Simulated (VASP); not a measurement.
# SiO2 (Cristobalite) (P4_12_12) in VASP: electric field gradients with PBE

Aim: the electric field gradients of SiO2 (Cristobalite) with PBE.

Program: VASP 6.6.1. These are calculated values, not measurements. Logs are shortened: lines on timing, memory, paths and dates and some standing lists are left out, and cuts for length are marked.

## 1. The cell of the first run

It takes space group P4_12_12 (No. 92, tetragonal). Conventional cell: a = 4.876 Å, b = 4.876 Å, c = 6.716 Å, α = 90.00°, β = 90.00°, γ = 90.00°. Si (site symmetry 2) has 4 O at 1.60 to 1.61 Å within 2.1 Å. O (site symmetry 1) has 2 Si at 1.60 to 1.61 Å within 2.1 Å.

## 2. Electric field gradients, PBE

Input file INCAR:

```
SYSTEM = SiO2
PREC = Accurate ; ENCUT = 520
EDIFF = 1E-8 ; ISMEAR = -1
SIGMA = 0.02 ; LREAL = .FALSE.
LASPH = .TRUE. ; NELM = 80
ALGO = Normal ; ISIF = 2
LWAVE = .FALSE. ; LCHARG = .FALSE.
GGA = PE ; LEFG = .TRUE.
NBANDS = 44
```

Input file KPOINTS:

```
Automatic mesh
0
G
  5 5 4
  0 0 0
```

Input file POSCAR:

```
SiO2
1.0
    4.8757000000      0.0000000000      0.0000000000
    0.0000000000      4.8757000000      0.0000000000
    0.0000000000      0.0000000000      6.7163000000
Si O
4 8
Direct
    0.3125000000      0.3125000000      0.0000000000
    0.1875000000      0.8125000000      0.2500000000
    0.6875000000      0.6875000000      0.5000000000
    0.8125000000      0.1875000000      0.7500000000
    0.2356000000      0.1269000000      0.1904000000
    0.3731000000      0.7356000000      0.4404000000
    0.7644000000      0.8731000000      0.6904000000
    0.6269000000      0.2644000000      0.9404000000
    0.7356000000      0.3731000000      0.5596000000
    0.8731000000      0.7644000000      0.3096000000
    0.2644000000      0.6269000000      0.0596000000
    0.1269000000      0.2356000000      0.8096000000
```

Potentials or basis: VASP PAW PBE potentials, release 64 (Si, O).

Launch:

```
cat potpaw_PBE.64/Si/POTCAR potpaw_PBE.64/O/POTCAR > POTCAR
mpirun -np 1 vasp_std > vasp.out
```

OUTCAR:

```text
SYSTEM = SiO2
   PREC = Accurate
   ENCUT = 520
   EDIFF = 1E-8
   ISMEAR = -1
   LREAL = .FALSE.
   LASPH = .TRUE.
   NELM = 80
   ISIF = 2
   GGA = PE

 ion  position               nearest neighbor table
   1  0.312  0.312  0.000-   8 1.60  11 1.60   5 1.61  12 1.61   2 3.02   4 3.02   2 3.02   4 3.02

   2  0.188  0.812  0.250-   5 1.60  10 1.60   6 1.61  11 1.61   1 3.02   3 3.02   1 3.02   3 3.02

   3  0.688  0.688  0.500-   6 1.60   9 1.60   7 1.61  10 1.61   2 3.02   4 3.02   4 3.02   2 3.02

   4  0.812  0.188  0.750-   7 1.60  12 1.60   9 1.61   8 1.61   1 3.02   3 3.02   3 3.02   1 3.02

   5  0.236  0.127  0.190-   2 1.60   1 1.61
   6  0.373  0.736  0.440-   3 1.60   2 1.61
   7  0.764  0.873  0.690-   4 1.60   3 1.61
   8  0.627  0.264  0.940-   1 1.60   4 1.61
   9  0.736  0.373  0.560-   3 1.60   4 1.61
  10  0.873  0.764  0.310-   2 1.60   3 1.61
  11  0.264  0.627  0.060-   1 1.60   2 1.61
  12  0.127  0.236  0.810-   4 1.60   1 1.61

  LATTYP: Found a simple tetragonal cell.
 ALAT       =     4.8757000000
 C/A-ratio  =     1.3775047685

  Lattice vectors:

 A1 = (   4.8757000000,   0.0000000000,   0.0000000000)
 A2 = (   0.0000000000,   4.8757000000,   0.0000000000)
 A3 = (   0.0000000000,   0.0000000000,   6.7163000000)

Analysis of symmetry for initial positions (statically):
=====================================================================
 Subroutine PRICEL returns:
 Original cell was already a primitive cell.

 Routine SETGRP: Setting up the symmetry group for a
 simple tetragonal supercell.

 Subroutine GETGRP returns: Found  8 space group operations
 (whereof  2 operations were pure point group operations)
 out of a pool of 16 trial point group operations.

The static configuration has the point symmetry C_2 .
 The point group associated with its full space group is D_4 .

Analysis of symmetry for dynamics (positions and initial velocities):
=====================================================================
 Subroutine PRICEL returns:
 Original cell was already a primitive cell.

 Routine SETGRP: Setting up the symmetry group for a
 simple tetragonal supercell.

 Subroutine GETGRP returns: Found  8 space group operations
 (whereof  2 operations were pure point group operations)
 out of a pool of 16 trial point group operations.

The dynamic configuration has the point symmetry C_2 .
 The point group associated with its full space group is D_4 .

 Subroutine INISYM returns: Found  8 space group operations
 (whereof  2 operations are pure point group operations),
 and found     1 'primitive' translations

----------------------------------------------------------------------------------------

                                     Primitive cell

  volume of cell :     159.6629

  direct lattice vectors                    reciprocal lattice vectors
     4.875700000  0.000000000  0.000000000     0.205098755  0.000000000  0.000000000
     0.000000000  4.875700000  0.000000000     0.000000000  0.205098755  0.000000000
     0.000000000  0.000000000  6.716300000     0.000000000  0.000000000  0.148891503

  length of vectors
     4.875700000  4.875700000  6.716300000     0.205098755  0.205098755  0.148891503

  position of ions in fractional coordinates (direct lattice)
     0.312500000  0.312500000  0.000000000
     0.187500000  0.812500000  0.250000000
     0.687500000  0.687500000  0.500000000
     0.812500000  0.187500000  0.750000000
     0.235600000  0.126900000  0.190400000
     0.373100000  0.735600000  0.440400000
     0.764400000  0.873100000  0.690400000
     0.626900000  0.264400000  0.940400000
     0.735600000  0.373100000  0.559600000
     0.873100000  0.764400000  0.309600000
     0.264400000  0.626900000  0.059600000
     0.126900000  0.235600000  0.809600000

  ion indices of the primitive-cell ions
[... 99 lines left out ...]
  volume/ion in A,a.u.               =      13.31        89.79
  Fermi-wavevector in a.u.,A,eV,Ry     =   1.207073  2.281037 19.824026  1.457025
  Thomas-Fermi vector in A             =   2.342721
   LORBIT       =      0    0 simple, 1 ext, 2 COOP (PROOUT), +10 PAW based schemes
   GGA     = PE    functional components
   LHFCALC =     F    Hartree Fock is set to
   AEXX    =    0.0000 exact exchange contribution
   IVDW    =     0    specifies the selected vdW correction
   LEPSILON=     F    determine dielectric tensor
   LRPA    =     F    only Hartree local field effects (RPA)
 non-spin polarized calculation
  energy-cutoff  :      520.00
  volume of cell :      159.66
 maximum number of plane-waves:      4315
   NGX = 19   NGY = 19   NGZ = 25

 number of electron      63.9999942 magnetization

 Free energy of the ion-electron system (eV)
  ---------------------------------------------------
  ext. energy  EPLUGINS =         0.00000000
  ---------------------------------------------------
  free energy    TOTEN  =       -94.62259443 eV

  energy without entropy =      -94.62259443  energy(sigma->0) =      -94.62259443

 E-fermi :   1.1573     XC(G=0):  -8.8356

 val. band max:        0.6646613131   @ k =   0.0000   0.0000   0.0000
 cond. band min:       6.5639485739   @ k =   0.0000   0.0000   0.0000
 fundamental gap:      5.8992872608
 Fermi energy:         1.1572668317

 k-point     1 :       0.0000    0.0000    0.0000
  band No.  band energies     occupation
      1     -18.9214      2.00000
      2     -17.9670      2.00000
      3     -17.9670      2.00000
      4     -16.7760      2.00000
      5     -16.7175      2.00000
      6     -16.7066      2.00000
[... 835 lines left out ...]
     43      11.5763      0.00000
     44      11.5763      0.00000

------------------------ aborting loop because EDIFF is reached ----------------------------------------

  FORCE on cell =-STRESS in cart. coord.  units (eV):
  Direction    XX          YY          ZZ          XY          YZ          ZX
  --------------------------------------------------------------------------------------
  -------------------------------------------------------------------------------------
  Total        8.9455270      8.9455270      8.1245979      0.0000000      0.0000000      0.0000000
  in kB       89.7661248     89.7661248     81.5283065      0.0000000      0.0000000      0.0000000
  external PRESSURE =      87.0201854 kB  Pullay stress =       0.0000000 kB

 VOLUME and BASIS-vectors are now :
 -----------------------------------------------------------------------------
  energy-cutoff  :      520.00
  volume of cell :      159.66
      direct lattice vectors                 reciprocal lattice vectors
     4.875700000  0.000000000  0.000000000     0.205098755  0.000000000  0.000000000
     0.000000000  4.875700000  0.000000000     0.000000000  0.205098755  0.000000000
     0.000000000  0.000000000  6.716300000     0.000000000  0.000000000  0.148891503

 POSITION                                       TOTAL-FORCE (eV/Angst)
 -----------------------------------------------------------------------------------
      1.52366      1.52366      0.00000        -0.167086     -0.167086      0.000000
      0.91419      3.96151      1.67908         0.167086     -0.167086      0.000000
      3.35204      3.35204      3.35815         0.167086      0.167086      0.000000
      3.96151      0.91419      5.03723        -0.167086      0.167086     -0.000000
      1.14871      0.61873      1.27878        -0.070979      0.411459      0.274323
      1.81912      3.58656      2.95786        -0.411459     -0.070979      0.274323
      3.72699      4.25697      4.63693         0.070979     -0.411459      0.274323
      3.05658      1.28914      6.31601         0.411459      0.070979      0.274323
      3.58656      1.81912      3.75844        -0.070979     -0.411459     -0.274323
      4.25697      3.72699      2.07937        -0.411459      0.070979     -0.274323
      1.28914      3.05658      0.40029         0.070979      0.411459     -0.274323
      0.61873      1.14871      5.43752         0.411459     -0.070979     -0.274323
 -----------------------------------------------------------------------------------
    total drift:                               -0.000000      0.000000      0.000000

  FREE ENERGIE OF THE ION-ELECTRON SYSTEM (eV)
  ---------------------------------------------------
  free  energy   TOTEN  =       -94.6225944300 eV

  energy  without entropy=      -94.6225944300  energy(sigma->0) =      -94.62259443

 Electric field gradients (V/A^2)
---------------------------------------------------------------------
 ion       V_xx      V_yy      V_zz      V_xy      V_xz      V_yz
---------------------------------------------------------------------
   1      -1.503    -1.503     3.007     2.669     4.386    -4.386
   2      -1.503    -1.503     3.007    -2.669     4.386     4.386
   3      -1.503    -1.503     3.007     2.669    -4.386     4.386
   4      -1.503    -1.503     3.007    -2.669    -4.386    -4.386
   5     -44.882    41.289     3.593    22.302   -16.201   -51.582
   6      41.289   -44.882     3.593   -22.302    51.582   -16.201
   7     -44.882    41.289     3.593    22.302    16.201    51.582
   8      41.289   -44.882     3.593   -22.302   -51.582    16.201
   9     -44.882    41.289     3.593   -22.302    16.201   -51.582
  10      41.289   -44.882     3.593    22.302   -51.582   -16.201
  11     -44.882    41.289     3.593   -22.302   -16.201    51.582
  12      41.289   -44.882     3.593    22.302    51.582    16.201
---------------------------------------------------------------------

 Electric field gradients after diagonalization (V/A^2)
 (convention: |V_zz| > |V_xx| > |V_yy|)
----------------------------------------------------------------------
 ion       V_xx      V_yy      V_zz     asymmetry (V_yy - V_xx)/ V_zz
----------------------------------------------------------------------
   1       6.583     1.165    -7.749       0.699
   2       6.583     1.165    -7.749       0.699
   3       6.583     1.165    -7.749       0.699
   4       6.583     1.165    -7.749       0.699
   5     -50.821   -32.464    83.285       0.220
   6     -50.821   -32.464    83.285       0.220
   7     -50.821   -32.464    83.285       0.220
   8     -50.821   -32.464    83.285       0.220
   9     -50.821   -32.464    83.285       0.220
  10     -50.821   -32.464    83.285       0.220
  11     -50.821   -32.464    83.285       0.220
  12     -50.821   -32.464    83.285       0.220
----------------------------------------------------------------------

           NMR quadrupolar parameters

 Cq : quadrupolar parameter    Cq=e*Q*V_zz/h
 eta: asymmetry parameters     (V_yy - V_xx)/ V_zz
 Q  : nuclear electric quadrupole moment in mb (millibarn)
----------------------------------------------------------------------
 ion       Cq(MHz)       eta       Q (mb)
----------------------------------------------------------------------
   1      -0.019       0.699       1.000
   2      -0.019       0.699       1.000
   3      -0.019       0.699       1.000
   4      -0.019       0.699       1.000
   5       0.201       0.220       1.000
   6       0.201       0.220       1.000
   7       0.201       0.220       1.000
   8       0.201       0.220       1.000
   9       0.201       0.220       1.000
  10       0.201       0.220       1.000
  11       0.201       0.220       1.000
  12       0.201       0.220       1.000
----------------------------------------------------------------------
```

It took 99 s on 1 thread of Intel Xeon Platinum 8559C (Emerald Rapids), shared host; peak memory 0.26 GiB.

Results:

```
Free energy            : -94.6226 eV
Pressure               : 8.7 GPa
Largest force          : 0.500 eV/Å
Band gap on the k mesh : 5.90 eV, direct
```

Forces in eV/Å, atoms in the order of the input:
```
Si  -0.167 -0.167  0.000
Si   0.167 -0.167  0.000
Si   0.167  0.167  0.000
Si  -0.167  0.167  0.000
O   -0.071  0.411  0.274
O   -0.411 -0.071  0.274
O    0.071 -0.411  0.274
O    0.411  0.071  0.274
O   -0.071 -0.411 -0.274
O   -0.411  0.071 -0.274
O    0.071  0.411 -0.274
O    0.411 -0.071 -0.274
```

Electric field gradients, principal values (V/Å²):
```csv
atom,least,middle,greatest (by size)
1 Si,1.165,6.583,-7.749
2 Si,1.165,6.583,-7.749
3 Si,1.165,6.583,-7.749
4 Si,1.165,6.583,-7.749
5 O,-32.464,-50.821,83.285
6 O,-32.464,-50.821,83.285
7 O,-32.464,-50.821,83.285
8 O,-32.464,-50.821,83.285
9 O,-32.464,-50.821,83.285
10 O,-32.464,-50.821,83.285
11 O,-32.464,-50.821,83.285
12 O,-32.464,-50.821,83.285
```

Caveat: without QUAD_EFG the Cq values of the log hold for a quadrupole moment of 1 mb, not for the nuclei. A k mesh can miss the band edges.
